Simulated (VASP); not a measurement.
# MoS2 in VASP: single point with PBE

Aim: the single point of MoS2 with PBE.

Program: VASP 6.6.1. These are calculated values, not measurements. Logs are shortened: lines on timing, memory, paths and dates and some standing lists are left out, and cuts for length are marked.

## Step 1: The cell of the first run

The cell holds a slab with vacuum, 6 atoms: a = 3.184 Å, b = 3.184 Å, c = 35.437 Å, α = 90.00°, β = 90.00°, γ = 120.00°.

## Step 2: Single point, PBE

File INCAR:

```
SYSTEM = MoS2
PREC = Accurate ; ENCUT = 520
EDIFF = 1E-6 ; ISMEAR = -1
SIGMA = 0.05 ; LREAL = .FALSE.
LASPH = .TRUE. ; NELM = 80
ALGO = Normal ; ISIF = 2
LWAVE = .FALSE. ; LCHARG = .TRUE.
LDIPOL = .TRUE. ; IDIPOL = 3
DIPOL = 0.5 0.5 0.500 ; GGA = PE
LELF = .TRUE. ; LVHAR = .TRUE.
LVACPOTAV = .TRUE. ; NBANDS = 35
```

File KPOINTS:

```
Automatic mesh
0
G
  10 10 1
  0 0 0
```

File POSCAR:

```
MoS2
1.0
    3.1841260822      0.0000000000      0.0000000000
   -1.5920630411      2.7575340760      0.0000000000
    0.0000000000      0.0000000000     35.4372499633
S Mo
4 2
Direct
    0.3333333300      0.6666666600      0.2116417049
    0.3333333300      0.6666666600      0.2991950567
    0.3333333300      0.6666666600      0.7008049433
    0.3333333300      0.6666666600      0.7883582951
    0.0000000000      0.0000000000      0.2554183808
    0.0000000000      0.0000000000      0.7445816192
```

Potentials or basis: VASP PAW PBE potentials, release 64 (S, Mo_sv).

Command:

```bash
$ cat potpaw_PBE.64/S/POTCAR potpaw_PBE.64/Mo_sv/POTCAR > POTCAR
$ mpirun -np 1 vasp_std > vasp.out
```

OUTCAR:

```text
SYSTEM = MoS2
   PREC = Accurate
   ENCUT = 520
   EDIFF = 1E-6
   ISMEAR = -1
   LREAL = .FALSE.
   LASPH = .TRUE.
   NELM = 80
   ISIF = 2
   GGA = PE

 ion  position               nearest neighbor table
   1  0.333  0.667  0.212-   5 2.41   5 2.41   5 2.41
   2  0.333  0.667  0.299-   5 2.41   5 2.41   5 2.41
   3  0.333  0.667  0.701-   6 2.41   6 2.41   6 2.41
   4  0.333  0.667  0.788-   6 2.41   6 2.41   6 2.41
   5  0.000  0.000  0.255-   1 2.41   2 2.41   1 2.41   2 2.41   1 2.41   2 2.41
   6  0.000  0.000  0.745-   3 2.41   4 2.41   3 2.41   4 2.41   3 2.41   4 2.41

  LATTYP: Found a hexagonal cell.
 ALAT       =     3.1841260822
 C/A-ratio  =    11.1293488538

  Lattice vectors:

 A1 = (   3.1841260822,   0.0000000000,   0.0000000000)
 A2 = (  -1.5920630411,   2.7575340760,   0.0000000000)
 A3 = (   0.0000000000,   0.0000000000,  35.4372499633)

Analysis of symmetry for initial positions (statically):
=====================================================================
 Subroutine PRICEL returns:
 Original cell was already a primitive cell.

 Routine SETGRP: Setting up the symmetry group for a
 hexagonal supercell.

 Subroutine GETGRP returns: Found 12 space group operations
 (whereof 12 operations were pure point group operations)
 out of a pool of 24 trial point group operations.

The static configuration has the point symmetry D_3h.

Analysis of symmetry for dynamics (positions and initial velocities):
=====================================================================
 Subroutine PRICEL returns:
 Original cell was already a primitive cell.

 Routine SETGRP: Setting up the symmetry group for a
 hexagonal supercell.

 Subroutine GETGRP returns: Found 12 space group operations
 (whereof 12 operations were pure point group operations)
 out of a pool of 24 trial point group operations.

The dynamic configuration has the point symmetry D_3h.

 Subroutine INISYM returns: Found 12 space group operations
 (whereof 12 operations are pure point group operations),
 and found     1 'primitive' translations

----------------------------------------------------------------------------------------

                                     Primitive cell

  volume of cell :     311.1510

  direct lattice vectors                    reciprocal lattice vectors
     3.184126082  0.000000000  0.000000000     0.314057915  0.181321422  0.000000000
    -1.592063041  2.757534076  0.000000000     0.000000000  0.362642844  0.000000000
     0.000000000  0.000000000 35.437249963     0.000000000  0.000000000  0.028218894

  length of vectors
     3.184126082  3.184126082 35.437249963     0.362642844  0.362642844  0.028218894

  position of ions in fractional coordinates (direct lattice)
     0.333333330  0.666666660  0.211641705
     0.333333330  0.666666660  0.299195057
     0.333333330  0.666666660  0.700804943
     0.333333330  0.666666660  0.788358295
     0.000000000  0.000000000  0.255418381
     0.000000000  0.000000000  0.744581619

  ion indices of the primitive-cell ions
   primitive index   ion index
                 1           1
                 2           2
                 3           3
                 4           4
                 5           5
                 6           6

----------------------------------------------------------------------------------------

 KPOINTS: Automatic mesh

Automatic generation of k-mesh.
 Grid dimensions read from file:
 generate k-points for:   10   10    1

 Generating k-lattice:

  Cartesian coordinates                     Fractional coordinates (reciprocal lattice)
     0.031405792  0.018132142  0.000000000     0.100000000  0.000000000  0.000000000
     0.000000000  0.036264284  0.000000000     0.000000000  0.100000000  0.000000000
     0.000000000  0.000000000  0.028218894     0.000000000  0.000000000  1.000000000

  Length of vectors
     0.036264284  0.036264284  0.028218894

  Shift w.r.t. Gamma in fractional coordinates (k-lattice)
     0.000000000  0.000000000  0.000000000

 Subroutine IBZKPT returns following result:
 ===========================================

 Found     14 irreducible k-points:

 Following reciprocal coordinates:
            Coordinates               Weight
  0.000000  0.000000  0.000000      1.000000
  0.100000  0.000000  0.000000      6.000000
  0.200000  0.000000  0.000000      6.000000
  0.300000 -0.000000  0.000000      6.000000
  0.400000 -0.000000  0.000000      6.000000
  0.500000 -0.000000  0.000000      3.000000
  0.100000  0.100000  0.000000      6.000000
  0.200000  0.100000  0.000000     12.000000
  0.300000  0.100000  0.000000     12.000000
  0.400000  0.100000  0.000000     12.000000
  0.200000  0.200000  0.000000      6.000000
  0.300000  0.200000  0.000000     12.000000
  0.400000  0.200000  0.000000      6.000000
  0.300000  0.300000  0.000000      6.000000
   k-points           NKPTS =     14   k-points in BZ     NKDIM =     14   number of bands    NBANDS=     35
   number of dos      NEDOS =    301   number of ions     NIONS =      6
   total plane-waves  NPLWV = 155520
   dimension x,y,z NGX =    24 NGY =   24 NGZ =  270
   dimension x,y,z NGXF=    48 NGYF=   48 NGZF=  540
   ions per type =               4   2
   NGX,Y,Z   is equivalent  to a cutoff of  12.53, 12.53, 12.67 a.u.
   NGXF,Y,Z  is equivalent  to a cutoff of  25.06, 25.06, 25.33 a.u.
 SYSTEM =  MoS2
   PREC   = accura    normal or accurate (medium, high low for compatibility)
   ISTART =      0    job   : 0-new  1-cont  2-samecut
   ICHARG =      2    charge: 1-file 2-atom 10-const
   ISPIN  =      1    spin polarized calculation?
   LNONCOLLINEAR =      F non collinear calculations
   LSORBIT =      F    spin-orbit coupling
   LASPH  =      T    aspherical Exc in radial PAW
   ENCUT  =  520.0 eV  38.22 Ry    6.18 a.u.   5.92  5.92 65.89*2*pi/ulx,y,z
   NELM   =     80;   NELMIN=  2; NELMDL= -5     # of ELM steps
   EDIFF  = 0.1E-05   stopping-criterion for ELM
   LREAL  =      F    real-space projection
   EDIFFG = 0.1E-04   stopping-criterion for IOM
   NSW    =      0    number of steps for IOM
   IBRION =     -1    ionic relax: 0-MD 1-quasi-New 2-CG
   NFREE  =      0    steps in history (QN), initial steepest desc. (CG)
   ISIF   =      2    stress and relaxation
   ISYM   =      2    0-nonsym 1-usesym 2-fastsym
   POTIM  = 0.5000    time-step for ionic-motion
   TEBEG  =    0.0;   TEEND  =   0.0 temperature during run
   PSTRESS=    0.0 pullay stress
   NELECT =      52.0000    total number of electrons
   NUPDOWN=      -1.0000    fix difference up-down
   EMIN   =  10.00;   EMAX   =-10.00  energy-range for DOS
   EFERMI =   0.00;   METHOD = LEGACY
   ISMEAR =    -1;   SIGMA  =   0.05  broadening in eV -4-tet -1-fermi 0-gaus
   EFERMI_NEDOS =   21; number of points for ismear=-14 and -15
   IALGO  =     38    algorithm
   IMIX   =      4    mixing-type and parameters
     AMIX     =   0.40;   BMIX     =  1.00
     AMIX_MAG =   1.60;   BMIX_MAG =  1.00
  volume/ion in A,a.u.               =      51.86       349.96
  Fermi-wavevector in a.u.,A,eV,Ry     =   0.901749  1.704058 11.063589  0.813151
  Thomas-Fermi vector in A             =   2.024868
   LORBIT       =      0    0 simple, 1 ext, 2 COOP (PROOUT), +10 PAW based schemes
   GGA     = PE    functional components
   LHFCALC =     F    Hartree Fock is set to
   AEXX    =    0.0000 exact exchange contribution
   IVDW    =     0    specifies the selected vdW correction
   LEPSILON=     F    determine dielectric tensor
   LRPA    =     F    only Hartree local field effects (RPA)
 non-spin polarized calculation
  energy-cutoff  :      520.00
  volume of cell :      311.15
 maximum number of plane-waves:      8428
 NGX is ok and might be reduce to    24
   NGX = 11   NGY = 11   NGZ =131

 dipolmoment           0.000000      0.000000     -0.000000 electrons x Angstroem

 number of electron      51.9999997 magnetization

 dipolmoment           0.000000      0.000000      0.000000 electrons x Angstroem

 Free energy of the ion-electron system (eV)
  ---------------------------------------------------
  ext. energy  EPLUGINS =         0.00000000
  ---------------------------------------------------
  free energy    TOTEN  =       -43.70125412 eV

  energy without entropy =      -43.70125412  energy(sigma->0) =      -43.70125412

 E-fermi :  -0.6501     XC(G=0):  -4.2993

 val. band max:       -1.4966337660   @ k =   0.0000   0.0000   0.0000
 cond. band min:       0.2466200337   @ k =   0.3000   0.3000   0.0000
 fundamental gap:      1.7432537997
 Fermi energy:        -0.6500630932

 k-point     1 :       0.0000    0.0000    0.0000
  band No.  band energies     occupation
      1     -62.3962      2.00000
      2     -62.3962      2.00000
      3     -36.5376      2.00000
      4     -36.5376      2.00000
      5     -36.3375      2.00000
      6     -36.3375      2.00000
[... 27 lines left out ...]
     34       1.5065      0.00000
     35       3.8389      0.00000

 k-point     2 :       0.1000    0.0000    0.0000
  band No.  band energies     occupation
      1     -62.3926      2.00000
      2     -62.3926      2.00000
      3     -36.5305      2.00000
      4     -36.5305      2.00000
      5     -36.3739      2.00000
      6     -36.3739      2.00000
[... 27 lines left out ...]
     34       1.4860      0.00000
     35       4.0878      0.00000

 k-point     3 :       0.2000    0.0000    0.0000
  band No.  band energies     occupation
      1     -62.3833      2.00000
      2     -62.3833      2.00000
      3     -36.5118      2.00000
      4     -36.5118      2.00000
      5     -36.4682      2.00000
      6     -36.4682      2.00000
[... 27 lines left out ...]
     34       2.0159      0.00000
     35       4.6549      0.00000

 k-point     4 :       0.3000   -0.0000    0.0000
  band No.  band energies     occupation
      1     -62.3717      2.00000
      2     -62.3717      2.00000
      3     -36.5828      2.00000
      4     -36.5828      2.00000
      5     -36.4886      2.00000
      6     -36.4886      2.00000
[... 27 lines left out ...]
     34       2.4800      0.00000
     35       5.4256      0.00000

 k-point     5 :       0.4000   -0.0000    0.0000
  band No.  band energies     occupation
      1     -62.3624      2.00000
      2     -62.3624      2.00000
      3     -36.6741      2.00000
      4     -36.6741      2.00000
      5     -36.4698      2.00000
      6     -36.4698      2.00000
[... 258 lines left out ...]
 k-point    12 :       0.3000    0.2000    0.0000
  band No.  band energies     occupation
      1     -62.3588      2.00000
      2     -62.3588      2.00000
      3     -36.6495      2.00000
      4     -36.6495      2.00000
      5     -36.4848      2.00000
      6     -36.4848      2.00000
[... 27 lines left out ...]
     34       3.0424      0.00000
     35       5.7916      0.00000

 k-point    13 :       0.4000    0.2000    0.0000
  band No.  band energies     occupation
      1     -62.3559      2.00000
      2     -62.3559      2.00000
      3     -36.6661      2.00000
      4     -36.6661      2.00000
      5     -36.5032      2.00000
      6     -36.5032      2.00000
[... 27 lines left out ...]
     34       3.0495      0.00000
     35       5.1965      0.00000

 k-point    14 :       0.3000    0.3000    0.0000
  band No.  band energies     occupation
      1     -62.3548      2.00000
      2     -62.3548      2.00000
      3     -36.6329      2.00000
      4     -36.6329      2.00000
      5     -36.5504      2.00000
      6     -36.5504      2.00000
[... 27 lines left out ...]
     34       3.3054      0.00000
     35       5.6727      0.00000

------------------------ aborting loop because EDIFF is reached ----------------------------------------

  FORCE on cell =-STRESS in cart. coord.  units (eV):
  Direction    XX          YY          ZZ          XY          YZ          ZX
  --------------------------------------------------------------------------------------
  -------------------------------------------------------------------------------------
  Total        0.4164196      0.4164196      1.2258261      0.0000000      0.0000000     -0.0000000
  in kB        2.1442261      2.1442261      6.3120190      0.0000000      0.0000000     -0.0000000
  external PRESSURE =       3.5334904 kB  Pullay stress =       0.0000000 kB

 VOLUME and BASIS-vectors are now :
 -----------------------------------------------------------------------------
  energy-cutoff  :      520.00
  volume of cell :      311.15
      direct lattice vectors                 reciprocal lattice vectors
     3.184126082  0.000000000  0.000000000     0.314057915  0.181321422  0.000000000
    -1.592063041  2.757534076  0.000000000     0.000000000  0.362642844  0.000000000
     0.000000000  0.000000000 35.437249963     0.000000000  0.000000000  0.028218894

 POSITION                                       TOTAL-FORCE (eV/Angst)
 -----------------------------------------------------------------------------------
      0.00000      1.83836      7.50000        -0.000000     -0.000000     -0.205194
      0.00000      1.83836     10.60265         0.000000      0.000000      0.205133
      0.00000      1.83836     24.83460         0.000000      0.000000     -0.205133
      0.00000      1.83836     27.93725        -0.000000     -0.000000      0.205194
      0.00000      0.00000      9.05133         0.000000      0.000000      0.000031
      0.00000      0.00000     26.38592         0.000000      0.000000     -0.000031
 -----------------------------------------------------------------------------------
    total drift:                               -0.000000      0.000036      0.000000

  FREE ENERGIE OF THE ION-ELECTRON SYSTEM (eV)
  ---------------------------------------------------
  free  energy   TOTEN  =       -43.7012541238 eV

  energy  without entropy=      -43.7012541161  energy(sigma->0) =      -43.70125412

 vacuum level on the upper side and lower side of the slab         4.393         4.393
```

Wall time 3.7 min (1 thread of Intel Xeon Platinum 8259CL at 2.50GHz (Skylake/Cascade Lake), shared host); peak memory 0.44 GiB.

Results:

```
Free energy            : -43.7013 eV
Largest force          : 0.205 eV/Å
Band gap on the k mesh : 1.74 eV (least direct gap 1.93 eV)
```

Forces in eV/Å, atoms in the order of the input:
```
S    0.000  0.000 -0.205
S    0.000  0.000  0.205
S    0.000  0.000 -0.205
S    0.000  0.000  0.205
Mo   0.000  0.000  0.000
Mo   0.000  0.000  0.000
```

Levels at points of the mesh, in eV from the valence-band top:
```csv
k point,band 23,band 24,band 25,band 26,band 27,band 28,band 29,band 30
"(0.00, 0.00, 0.00)",-1.58,-1.58,0.00,0.00,2.73,2.73,2.73,2.73
"(0.50, 0.00, 0.00)",-1.05,-1.05,-0.66,-0.66,2.20,2.20,2.72,2.72
```
